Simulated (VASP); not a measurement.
# Zn2Ga (Fd-3m) in VASP: a series of runs

The runs below take Zn2Ga through relaxation of cell and atoms, single point, with PBE.

Program: VASP 6.6.1. These are calculated values, not measurements. Logs are shortened: lines on timing, memory, paths and dates and some standing lists are left out, and cuts for length are marked.

## 1. The cell of the first run

It takes space group Fd-3m (No. 227, cubic). The conventional cell has a = 7.462 Å, b = 7.462 Å, c = 7.462 Å, α = 90.00°, β = 90.00°, γ = 90.00°. Within 3.5 Å of Zn (site symmetry -3m) lie 6 Zn at 2.64 Å and 6 Ga at 3.09 Å. Within 4.1 Å of Ga (site symmetry -43m) lie 12 Zn at 3.09 Å and 4 Ga at 3.23 Å.

## 2. Relaxation of cell and atoms, PBE

Input file INCAR:

```
SYSTEM = Zn2Ga
PREC = Accurate
ENCUT = 600
EDIFF = 1E-6
ISMEAR = 0
SIGMA = 0.1
LREAL = .FALSE.
LASPH = .TRUE.
NELM = 80
ALGO = Fast
ISIF = 3
LWAVE = .FALSE.
LCHARG = .FALSE.
GGA = PE
IBRION = 2
NSW = 100
EDIFFG = -0.01
```

Input file KPOINTS:

```
Automatic mesh
0
G
  10 10 10
  0 0 0
```

Input file POSCAR:

```
Zn2Ga
1.0
    0.0000000000      3.7311674083      3.7311674083
    3.7311674083      0.0000000000      3.7311674083
    3.7311674083      3.7311674083      0.0000000000
Zn Ga
4 2
Direct
    0.1250000000      0.1250000000      0.1250000000
    0.6250000000      0.1250000000      0.1250000000
    0.1250000000      0.1250000000      0.6250000000
    0.1250000000      0.6250000000      0.1250000000
    0.5000000000      0.5000000000      0.5000000000
    0.7500000000      0.7500000000      0.7500000000
```

Potentials or basis: VASP PAW PBE potentials, release 64 (Zn, Ga_d).

On the command line:

```console
$ cat potpaw_PBE.64/Zn/POTCAR potpaw_PBE.64/Ga_d/POTCAR > POTCAR
$ mpirun -np 1 vasp_std > vasp.out
```

OUTCAR:

```text
SYSTEM = Zn2Ga
   PREC = Accurate
   ENCUT = 600
   EDIFF = 1E-6
   ISMEAR = 0
   LREAL = .FALSE.
   LASPH = .TRUE.
   NELM = 80
   ISIF = 3
   GGA = PE
   IBRION = 2
   NSW = 100
   EDIFFG = -0.01

 ion  position               nearest neighbor table
   1  0.125  0.125  0.125-   2 2.64   3 2.64   4 2.64   3 2.64   4 2.64   2 2.64
   2  0.625  0.125  0.125-   1 2.64   3 2.64   4 2.64   1 2.64   3 2.64   4 2.64
   3  0.125  0.125  0.625-   1 2.64   1 2.64   2 2.64   4 2.64   4 2.64   2 2.64
   4  0.125  0.625  0.125-   1 2.64   3 2.64   1 2.64   2 2.64   3 2.64   2 2.64
   5  0.500  0.500  0.500-
   6  0.750  0.750  0.750-

  LATTYP: Found a face centered cubic cell.
 ALAT       =     7.4623348166

  Lattice vectors:

 A1 = (   0.0000000000,   3.7311674083,   3.7311674083)
 A2 = (   3.7311674083,   0.0000000000,   3.7311674083)
 A3 = (   3.7311674083,   3.7311674083,   0.0000000000)

Analysis of symmetry for initial positions (statically):
=====================================================================
 Subroutine PRICEL returns:
 Original cell was already a primitive cell.

 Routine SETGRP: Setting up the symmetry group for a
 face centered cubic supercell.

 Subroutine GETGRP returns: Found 48 space group operations
 (whereof 24 operations were pure point group operations)
 out of a pool of 48 trial point group operations.

The static configuration has the point symmetry T_d .
 The point group associated with its full space group is O_h .

Analysis of symmetry for dynamics (positions and initial velocities):
=====================================================================
 Subroutine PRICEL returns:
 Original cell was already a primitive cell.

 Routine SETGRP: Setting up the symmetry group for a
 face centered cubic supercell.

 Subroutine GETGRP returns: Found 48 space group operations
 (whereof 24 operations were pure point group operations)
 out of a pool of 48 trial point group operations.

The dynamic configuration has the point symmetry T_d .
 The point group associated with its full space group is O_h .

 Subroutine INISYM returns: Found 48 space group operations
 (whereof 24 operations are pure point group operations),
 and found     1 'primitive' translations

----------------------------------------------------------------------------------------

                                     Primitive cell

  volume of cell :     103.8877

  direct lattice vectors                    reciprocal lattice vectors
     0.000000000  3.731167408  3.731167408    -0.134006316  0.134006316  0.134006316
     3.731167408  0.000000000  3.731167408     0.134006316 -0.134006316  0.134006316
     3.731167408  3.731167408  0.000000000     0.134006316  0.134006316 -0.134006316

  length of vectors
     5.276667552  5.276667552  5.276667552     0.232105748  0.232105748  0.232105748

  position of ions in fractional coordinates (direct lattice)
     0.125000000  0.125000000  0.125000000
     0.625000000  0.125000000  0.125000000
     0.125000000  0.125000000  0.625000000
     0.125000000  0.625000000  0.125000000
     0.500000000  0.500000000  0.500000000
     0.750000000  0.750000000  0.750000000

  ion indices of the primitive-cell ions
   primitive index   ion index
                 1           1
                 2           2
                 3           3
                 4           4
                 5           5
                 6           6

----------------------------------------------------------------------------------------

 KPOINTS: Automatic mesh

Automatic generation of k-mesh.
 Grid dimensions read from file:
 generate k-points for:   10   10   10

 Generating k-lattice:

  Cartesian coordinates                     Fractional coordinates (reciprocal lattice)
    -0.013400632  0.013400632  0.013400632     0.100000000  0.000000000  0.000000000
     0.013400632 -0.013400632  0.013400632     0.000000000  0.100000000  0.000000000
     0.013400632  0.013400632 -0.013400632     0.000000000  0.000000000  0.100000000

  Length of vectors
     0.023210575  0.023210575  0.023210575

  Shift w.r.t. Gamma in fractional coordinates (k-lattice)
     0.000000000  0.000000000  0.000000000

 Subroutine IBZKPT returns following result:
 ===========================================

 Found     47 irreducible k-points:

 Following reciprocal coordinates:
            Coordinates               Weight
  0.000000  0.000000  0.000000      1.000000
  0.100000  0.000000  0.000000      8.000000
  0.200000  0.000000  0.000000      8.000000
  0.300000  0.000000  0.000000      8.000000
  0.400000  0.000000  0.000000      8.000000
  0.500000  0.000000  0.000000      4.000000
[... 16 lines left out ...]
  0.300000  0.300000  0.000000      6.000000
  0.400000  0.300000  0.000000     24.000000
 [... further k-points ...]
   k-points           NKPTS =     47   k-points in BZ     NKDIM =     47   number of bands    NBANDS=     44
   number of dos      NEDOS =    301   number of ions     NIONS =      6
   total plane-waves  NPLWV =  74088
   dimension x,y,z NGX =    42 NGY =   42 NGZ =   42
   dimension x,y,z NGXF=    84 NGYF=   84 NGZF=   84
   ions per type =               4   2
   NGX,Y,Z   is equivalent  to a cutoff of  13.23, 13.23, 13.23 a.u.
   NGXF,Y,Z  is equivalent  to a cutoff of  26.46, 26.46, 26.46 a.u.
 SYSTEM =  Zn2Ga
   PREC   = accura    normal or accurate (medium, high low for compatibility)
   ISTART =      0    job   : 0-new  1-cont  2-samecut
   ICHARG =      2    charge: 1-file 2-atom 10-const
   ISPIN  =      1    spin polarized calculation?
   LNONCOLLINEAR =      F non collinear calculations
   LSORBIT =      F    spin-orbit coupling
   LASPH  =      T    aspherical Exc in radial PAW
   ENCUT  =  600.0 eV  44.10 Ry    6.64 a.u.  10.54 10.54 10.54*2*pi/ulx,y,z
   NELM   =     80;   NELMIN=  2; NELMDL= -5     # of ELM steps
   EDIFF  = 0.1E-05   stopping-criterion for ELM
   LREAL  =      F    real-space projection
   EDIFFG = -.1E-01   stopping-criterion for IOM
   NSW    =    100    number of steps for IOM
   IBRION =      2    ionic relax: 0-MD 1-quasi-New 2-CG
   NFREE  =      1    steps in history (QN), initial steepest desc. (CG)
   ISIF   =      3    stress and relaxation
   ISYM   =      2    0-nonsym 1-usesym 2-fastsym
   POTIM  = 0.5000    time-step for ionic-motion
   TEBEG  =    0.0;   TEEND  =   0.0 temperature during run
   PSTRESS=    0.0 pullay stress
   NELECT =      74.0000    total number of electrons
   NUPDOWN=      -1.0000    fix difference up-down
   EMIN   =  10.00;   EMAX   =-10.00  energy-range for DOS
   EFERMI =   0.00;   METHOD = LEGACY
   ISMEAR =     0;   SIGMA  =   0.10  broadening in eV -4-tet -1-fermi 0-gaus
   EFERMI_NEDOS =   21; number of points for ismear=-14 and -15
   IALGO  =     68    algorithm
   IMIX   =      4    mixing-type and parameters
     AMIX     =   0.40;   BMIX     =  1.00
     AMIX_MAG =   1.60;   BMIX_MAG =  1.00
  volume/ion in A,a.u.               =      17.31       116.84
  Fermi-wavevector in a.u.,A,eV,Ry     =   1.462056  2.762885 29.083919  2.137608
  Thomas-Fermi vector in A             =   2.578315
   LORBIT       =      0    0 simple, 1 ext, 2 COOP (PROOUT), +10 PAW based schemes
   GGA     = PE    functional components
   LHFCALC =     F    Hartree Fock is set to
   AEXX    =    0.0000 exact exchange contribution
   IVDW    =     0    specifies the selected vdW correction
   LEPSILON=     F    determine dielectric tensor
   LRPA    =     F    only Hartree local field effects (RPA)
 conjugate gradient relaxation of ions
 non-spin polarized calculation
 RMM-DIIS sequential band-by-band and
 Gauss-broadening in eV      SIGMA  =   0.10
  energy-cutoff  :      600.00
  volume of cell :      103.89
 maximum number of plane-waves:      3495
   NGX = 21   NGY = 21   NGZ = 21

--------------------------------------- Ionic step        1  -------------------------------------------

 number of electron      74.0000051 magnetization

 Free energy of the ion-electron system (eV)
  ---------------------------------------------------
  ext. energy  EPLUGINS =         0.00000000
  ---------------------------------------------------
  free energy    TOTEN  =        -9.76945697 eV

  energy without entropy =       -9.75881360  energy(sigma->0) =       -9.76413528

------------------------ aborting loop because EDIFF is reached ----------------------------------------

  FORCE on cell =-STRESS in cart. coord.  units (eV):
  Direction    XX          YY          ZZ          XY          YZ          ZX
  --------------------------------------------------------------------------------------
  -------------------------------------------------------------------------------------
  Total       -0.5014004     -0.5014004     -0.5014004      0.0000000     -0.0000000     -0.0000000
  in kB       -7.7326977     -7.7326977     -7.7326977      0.0000000     -0.0000000     -0.0000000
  external PRESSURE =      -7.7326977 kB  Pullay stress =       0.0000000 kB
[... 65 lines left out ...]
  energy  without entropy=       -9.7633233865  energy(sigma->0) =       -9.76839111

--------------------------------------- Ionic step        3  -------------------------------------------

 number of electron      74.0000064 magnetization

 Free energy of the ion-electron system (eV)
  ---------------------------------------------------
  ext. energy  EPLUGINS =         0.00000000
  ---------------------------------------------------
  free energy    TOTEN  =        -9.77367545 eV

  energy without entropy =       -9.76366697  energy(sigma->0) =       -9.76867121

 E-fermi :   3.8043     XC(G=0): -11.1507

 val. band max:        3.7830519917   @ k =  -0.3000   0.4000   0.1000
 cond. band min:       3.8056886397   @ k =  -0.3000   0.2000   0.0000
 fundamental gap:      0.0226366480
 Fermi energy:         3.8043073721

 k-point     1 :       0.0000    0.0000    0.0000
  band No.  band energies     occupation
      1     -11.0171      2.00000
      2     -11.0171      2.00000
      3     -11.0159      2.00000
      4     -11.0159      2.00000
      5     -11.0159      2.00000
      6     -10.9502      2.00000
[... 1117 lines left out ...]
     43       8.0770      0.00000
     44       8.1538      0.00000

 [... further k-points ...]

------------------------ aborting loop because EDIFF is reached ----------------------------------------

  FORCE on cell =-STRESS in cart. coord.  units (eV):
  Direction    XX          YY          ZZ          XY          YZ          ZX
  --------------------------------------------------------------------------------------
  -------------------------------------------------------------------------------------
  Total       -0.0163148     -0.0163148     -0.0163148     -0.0000000      0.0000000      0.0000000
  in kB       -0.2554503     -0.2554503     -0.2554503     -0.0000000      0.0000000      0.0000000
  external PRESSURE =      -0.2554503 kB  Pullay stress =       0.0000000 kB
[... 21 lines left out ...]
  FREE ENERGIE OF THE ION-ELECTRON SYSTEM (eV)
  ---------------------------------------------------
  free  energy   TOTEN  =        -9.7736754523 eV

  energy  without entropy=       -9.7636669679  energy(sigma->0) =       -9.76867121

 reached required accuracy - stopping structural energy minimisation
```

It took 11 min on 1 thread of Intel Xeon 8259CL, shared host; peak memory 0.41 GiB.

Results:

```
Free energy                           : -9.7737 eV
Relaxed volume                        : 17.05 Å³/atom
Relaxed cell                          : a = 5.250 Å, b = 5.250 Å, c = 5.250 Å, α = 60.00°, β = 60.00°, γ = 60.00°
Space group after relaxing (to 0.1 Å) : Fd-3m (No. 227)
Energy gained by relaxing             : 0.7 meV/atom
Ionic steps                           : 3
Pressure after relaxing               : 0.0 GPa
Band gap on the k mesh                : zero (bands 37 and 38 overlap by 4.32 eV)
```

The path:
```tsv
step	energy change (eV)	largest force (eV/Å)	pressure (GPa)	volume (Å³)
1	0.0000	0.0000	-0.77	103.89
2	-0.0040	0.0000	-0.20	102.64
3	-0.0042	0.0000	-0.03	102.33
```

Final structure:
```
CELL_PARAMETERS angstrom
0.00000 3.71237 3.71237
3.71237 0.00000 3.71237
3.71237 3.71237 0.00000
ATOMIC_POSITIONS crystal
Zn 0.12500 0.12500 0.12500
Zn 0.62500 0.12500 0.12500
Zn 0.12500 0.12500 0.62500
Zn 0.12500 0.62500 0.12500
Ga 0.50000 0.50000 0.50000
Ga 0.75000 0.75000 0.75000
```

Levels at points of the mesh, in eV from the Fermi level:
```csv
k point,band 35,band 36,band 37,band 38,band 39,band 40
"(0.00, 0.00, 0.00)",-1.70,-1.70,-1.09,-0.50,-0.50,-0.50
"(0.50, 0.00, 0.00)",-2.07,-2.07,-1.51,-1.51,1.95,2.98
"(0.50, 0.50, 0.00)",-3.93,-3.93,2.81,2.81,4.19,4.19
```

## 3. Single point, PBE

This run uses another cell than the first one, of 16.99 Å³/atom.

Input file INCAR:

```
SYSTEM = Zn2Ga
ALGO = Fast
EDIFF = 1E-6
ENCUT = 520
GGA = PE
ISIF = 2
ISMEAR = 0
LASPH = .True.
LCHARG = .False.
LREAL = .False.
LWAVE = .False.
NBANDS = 46
NELM = 60
PREC = Accurate
SIGMA = 0.1
```

Input file KPOINTS:

```
k-points
0
Gamma
  10 10 10
  0 0 0
```

POSCAR, as its differences from that of step 2:

```diff
@@ -2,5 +2,5 @@
 1.0
-    0.0000000000      3.7311674083      3.7311674083
-    3.7311674083      0.0000000000      3.7311674083
-    3.7311674083      3.7311674083      0.0000000000
+    0.0000000000      3.7077713266      3.7077713266
+    3.7077713266      0.0000000000      3.7077713266
+    3.7077713266      3.7077713266      0.0000000000
 Zn Ga
```

Potentials or basis: VASP PAW PBE potentials, release 64 (Zn, Ga_d).

On the command line:

```console
$ cat potpaw_PBE.64/Zn/POTCAR potpaw_PBE.64/Ga_d/POTCAR > POTCAR
$ mpirun -np 1 vasp_std > vasp.out
```

Run time: 1.9 min. Hardware: 1 thread of Intel Xeon 6975P-C (Granite Rapids), shared host; peak memory 0.35 GiB.

It converged, with:

- Free energy: -9.7738 eV
- Pressure: 0.3 GPa
- Band gap on the k mesh: zero (bands 37 and 38 overlap by 4.33 eV)

Levels at points of the mesh, in eV from the Fermi level:
```csv
k point,band 35,band 36,band 37,band 38,band 39,band 40
"(0.00, 0.00, 0.00)",-1.72,-1.72,-1.09,-0.50,-0.50,-0.50
"(0.50, 0.00, 0.00)",-2.09,-2.09,-1.51,-1.51,1.97,2.98
"(0.50, 0.50, 0.00)",-3.95,-3.95,2.82,2.82,4.20,4.20
```

The gap in the log of VASP goes by the Fermi energy; the results here count the filled bands.